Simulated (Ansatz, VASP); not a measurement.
# Two plane-wave programs on Co

```
Co
1.0
     2.28685    0.00000    0.00000
     0.00000    2.28685    0.00000
     0.00000    0.00000    2.28685
Co
1
Direct
  0.00000 0.00000 0.00000
```

Alike in both runs: task relaxation of cell and atoms; functional revPBE; k mesh 14 × 14 × 14; occupations fermi-dirac, width 0.05 eV; collinear spin.

```csv
,VASP,Ansatz
version,VASP 6.6.1,Ansatz 0.2.0
potentials or method,"VASP PAW PBE potentials, release 64 (Co), cutoff 600 eV","plane waves (420 eV) with PAW, scalar-relativistic"
valence electrons in the cell,9,17
```

|  | VASP | Ansatz | Ansatz less VASP |
| --- | --- | --- | --- |
| net moment per atom (μB) | 1.89 | 1.89 | +0.008 |
| size of the moment on the site where the two differ most (μB) | 1.90 | 1.92 | +0.023 |
| relaxed volume (Å³/atom) | 13.06 | 13.12 | +0.062 |
| relaxed cell length with the largest relative difference (Å) | 2.355 | 2.359 | +0.0037 |

VASP's potentials were made for PBE, not for revPBE. Site moments also hang on the region over which each program counts them. VASP's potentials hold 9 valence electrons a cell and Ansatz's 17, so a difference there can come from the potentials and not from the codes.
